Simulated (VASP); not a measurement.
# HfN in VASP: notebook, part 2 of 2

VASP 6.6.1. Earlier steps stand in the parts before.

**3. Single point, PBEsol**

Input file INCAR:

```
SYSTEM = HfN
PREC = Accurate
ENCUT = 520
EDIFF = 1E-6
ISMEAR = -1
SIGMA = 0.05
LREAL = .False.
LASPH = .True.
NELM = 80
ALGO = Normal
ISIF = 2
LWAVE = .False.
LCHARG = .False.
GGA = PS
NBANDS = 14
```

Input file KPOINTS:

```
regular mesh
0
Gamma
  9 9 9
  0 0 0
```

Input file POSCAR:

```
HfN
1.0
   -0.0245482200      2.4548220000      2.4548220000
    2.4548220000     -0.0245482200      2.4548220000
    2.4302737800      2.4302737800      0.0000000000
Hf N
1 1
Direct
    0.0000000000      0.0000000000      0.0000000000
    0.2500000000      0.2500000000      0.2500000000
```

Potentials or basis: VASP PAW PBE potentials, release 64 (Hf_pv, N).

Launch:

```
$ cat potpaw_PBE.64/Hf_pv/POTCAR potpaw_PBE.64/N/POTCAR > POTCAR
$ mpirun -np 1 vasp_std > vasp.out
```

Wall time 40 s (1 thread of Intel Xeon Platinum 8488C (Sapphire Rapids), shared host); peak memory 0.2 GiB.

Results (log left out):

```
Free energy   : -22.2504 eV
Pressure      : -5.8 GPa
Largest force : 0.195 eV/Å
```

Forces in eV/Å, atoms in the order of the input:
```
Hf   0.000  0.000 -0.195
N    0.000  0.000  0.195
```

Stress tensor (GPa, compression positive):
```
-5.81  2.79  0.00
 2.79 -5.81  0.00
 0.00  0.00 -5.85
```

Levels at points of the mesh, in eV from the Fermi level:
```
           k point  band 4  band 5  band 6  band 7  band 8  band 9  band 10  band 11  band 12  band 13
(0.00, 0.00, 0.00)  -16.08   -5.48   -5.44   -5.40   -0.72    2.22     2.22     6.52     6.60     6.69
```

Caveat: the PAW data sets were made with another functional, which shifts forces and pressure a little; spin-orbit coupling is left out, which moves the levels of the heavy elements.

**4. Single point, PBEsol, non-collinear spin, zero start, spin-orbit coupling**

This run uses another cell than the first one, of the same volume but with other edges.

Input file INCAR:

```
SYSTEM = HfN
  PREC = Accurate
  ENCUT = 520
  EDIFF = 1E-6
  ISMEAR = -1
  SIGMA = 0.05
  LREAL = .False.
  LASPH = .True.
  NELM = 150
  ALGO = Normal
  ISIF = 2
  LWAVE = .False.
  LCHARG = .False.
  LNONCOLLINEAR = .True.
  MAGMOM = 0 0 0 0 0 0
  LORBIT = 11
  LSORBIT = .True.
  GGA_COMPAT = .False.
  LORBMOM = .True.
  LMAXMIX = 4
  GGA = PS
  NBANDS = 27
```

Input file KPOINTS:

```
Automatic mesh
0
Gamma
  7 7 7
  0 0 0
```

Input file POSCAR:

```
HfN
1.0
    0.0000000000      2.4548220000      2.4548220000
    2.4548220000      0.0000000000      2.4548220000
    2.4548220000      2.4548220000      0.0000000000
Hf N
1 1
Direct
    0.0000000000      0.0000000000      0.0000000000
    0.2500000000      0.2500000000      0.2500000000
```

Potentials or basis: VASP PAW PBE potentials, release 64 (Hf_pv, N).

Launch:

```
$ cat potpaw_PBE.64/Hf_pv/POTCAR potpaw_PBE.64/N/POTCAR > POTCAR
$ mpirun -np 1 vasp_ncl > vasp.out
```

OUTCAR:

```text
SYSTEM = HfN
   PREC = Accurate
   ENCUT = 520
   EDIFF = 1E-6
   ISMEAR = -1
   LREAL = .False.
   LASPH = .True.
   NELM = 150
   ISIF = 2
   LNONCOLLINEAR = .True.
   LORBIT = 11
   LSORBIT = .True.
   GGA = PS

 ion  position               nearest neighbor table
   1  0.000  0.000  0.000-   2 2.13   2 2.13   2 2.13   2 2.13
   2  0.250  0.250  0.250-   1 2.13   1 2.13   1 2.13   1 2.13

  LATTYP: Found a face centered cubic cell.
 ALAT       =     4.9096440000

  Lattice vectors:

 A1 = (   0.0000000000,   2.4548220000,   2.4548220000)
 A2 = (   2.4548220000,   0.0000000000,   2.4548220000)
 A3 = (   2.4548220000,   2.4548220000,   0.0000000000)

Analysis of symmetry for initial positions (statically):
=====================================================================
 Subroutine PRICEL returns:
 Original cell was already a primitive cell.

 Routine SETGRP: Setting up the symmetry group for a
 face centered cubic supercell.

 Subroutine GETGRP returns: Found 24 space group operations
 (whereof 24 operations were pure point group operations)
 out of a pool of 48 trial point group operations.

The static configuration has the point symmetry T_d .

[... 984 lines left out ...]
     0.0000000     0.0000000     0.0000000     0.0000000     0.0000000     0.0000000     0.0000000
     0.0000000     0.0000000     0.0000000     0.0000000     0.0000000     0.0000000     0.0000000
     0.0000000     0.0000000     0.0000000     0.0000000     0.0000000     0.0000000     0.0000000
     0.0000000     0.0000000     0.0000000     0.0000000     0.0000000     0.0000000     0.0000000

 Ion:    2  E_soc:     -0.0003980
 l=   1
     0.0000000    -0.0000663    -0.0000663
    -0.0000663     0.0000000    -0.0000663
    -0.0000663    -0.0000663     0.0000000
 l=   2
     0.0000000     0.0000000     0.0000000     0.0000000     0.0000000
     0.0000000     0.0000000     0.0000000     0.0000000     0.0000000
     0.0000000     0.0000000     0.0000000     0.0000000     0.0000000
     0.0000000     0.0000000     0.0000000     0.0000000     0.0000000
     0.0000000     0.0000000     0.0000000     0.0000000     0.0000000
 l=   3
     0.0000000     0.0000000     0.0000000     0.0000000     0.0000000     0.0000000     0.0000000
     0.0000000     0.0000000     0.0000000     0.0000000     0.0000000     0.0000000     0.0000000
     0.0000000     0.0000000     0.0000000     0.0000000     0.0000000     0.0000000     0.0000000
     0.0000000     0.0000000     0.0000000     0.0000000     0.0000000     0.0000000     0.0000000
     0.0000000     0.0000000     0.0000000     0.0000000     0.0000000     0.0000000     0.0000000
     0.0000000     0.0000000     0.0000000     0.0000000     0.0000000     0.0000000     0.0000000
     0.0000000     0.0000000     0.0000000     0.0000000     0.0000000     0.0000000     0.0000000

 total charge

# of ion       s       p       d       tot
------------------------------------------
    1        0.322   6.633   1.676   8.631
    2        1.245   2.490   0.000   3.736
--------------------------------------------------
tot          1.567   9.124   1.676  12.367

 magnetization (x)

# of ion       s       p       d       tot
------------------------------------------
    1        0.000   0.000  -0.000   0.000
    2       -0.000   0.000   0.000  -0.000
--------------------------------------------------
tot         -0.000   0.000  -0.000   0.000

 magnetization (y)

# of ion       s       p       d       tot
------------------------------------------
    1        0.000   0.000   0.000   0.000
    2        0.000   0.000   0.000   0.000
--------------------------------------------------
tot          0.000   0.000   0.000   0.000

 magnetization (z)

# of ion       s       p       d       tot
------------------------------------------
    1       -0.000  -0.000  -0.000  -0.000
    2        0.000   0.000   0.000   0.000
--------------------------------------------------
tot          0.000  -0.000  -0.000  -0.000
```

Run time: 52 s. Hardware: 1 thread of Intel Xeon Platinum 8488C (Sapphire Rapids), shared host; peak memory 0.25 GiB.

What came out:

- Free energy: -22.9036 eV
- Pressure: -6.0 GPa
- Net moment: 0.00 μB per cell
- Valence electrons inside the program's atomic spheres: Hf 8.63; N 3.74

Moments on the atoms (μB; x, y, z):
```
Hf  0.00 0.00 0.00
N   0.00 0.00 0.00
```

Caveat: the PAW data sets were made with another functional, which shifts forces and pressure a little.

**5. Single point, PBE**

This run uses another cell than the first one, of the same volume but with other edges.

Input file INCAR:

```
SYSTEM = HfN
PREC = Accurate
ENCUT = 520
EDIFF = 1E-6
ISMEAR = -1
SIGMA = 0.04
LREAL = .FALSE.
LASPH = .TRUE.
NELM = 60
ALGO = Normal
ISIF = 2
LWAVE = .FALSE.
LCHARG = .TRUE.
GGA = PE
LELF = .TRUE.
LVHAR = .TRUE.
NBANDS = 14
```

Input file KPOINTS:

```
Automatic mesh
0
G
  5 5 5
  0 0 0
```

POSCAR is that of step 4.

Launch:

```
$ cat potpaw_PBE.64/Hf_pv/POTCAR potpaw_PBE.64/N/POTCAR > POTCAR
$ mpirun -np 1 vasp_std > vasp.out
```

It took 7.8 s on 1 thread of AMD EPYC 7R43 (Zen 3), shared host; peak memory 0.11 GiB.

It converged, with:

* Free energy: -21.1558 eV
* Pressure: 0.0 GPa

Levels at points of the mesh, in eV from the Fermi level:
| k point | band 3 | band 4 | band 5 | band 6 | band 7 | band 8 | band 9 | band 10 | band 11 | band 12 |
| --- | --- | --- | --- | --- | --- | --- | --- | --- | --- | --- |
| (0.00, 0.00, 0.00) | -31.22 | -16.29 | -5.57 | -5.57 | -5.57 | -0.85 | 2.14 | 2.14 | 6.47 | 6.47 |

Caveat: the k points lie up to 0.44 Å⁻¹ apart; spin-orbit coupling is left out, which moves the levels of the heavy elements.

**6. Summary**

```csv
level,spin,cell,k mesh,smearing,gap on the mesh (eV),pressure (GPa),largest force (eV/Å)
PBEsol,off,"a = 3.472, b = 3.472, c = 3.402 Å, angles 60.7, 60.7, 61.3°, 2 atoms",9 × 9 × 9,fermi-dirac 0.05 eV,none,-5.5,0.39
PBEsol,off,"a = 3.472, b = 3.472, c = 3.437 Å, angles 60.3, 60.3, 60.7°, 2 atoms",9 × 9 × 9,fermi-dirac 0.05 eV,none,-5.8,0.20
PBEsol,"non-collinear, zero start, SOC","a = 3.472 Å, angles 60.0°, 2 atoms",7 × 7 × 7,fermi-dirac 0.05 eV,-,-6.0,-
PBE,off,"a = 3.472 Å, angles 60.0°, 2 atoms",5 × 5 × 5,fermi-dirac 0.04 eV,none,0.0,-
```

Alike in all rows: task single point; potentials or basis VASP PAW PBE potentials, release 64 (Hf_pv, N); cutoff (eV) 520.

Caveats: some runs use coarse meshes; the PAW data sets were made with another functional, which shifts forces and pressure a little (some runs); spin-orbit coupling is left out, which moves the levels of the heavy elements (some runs).

Absolute energies hang on the potentials; compare differences alone.
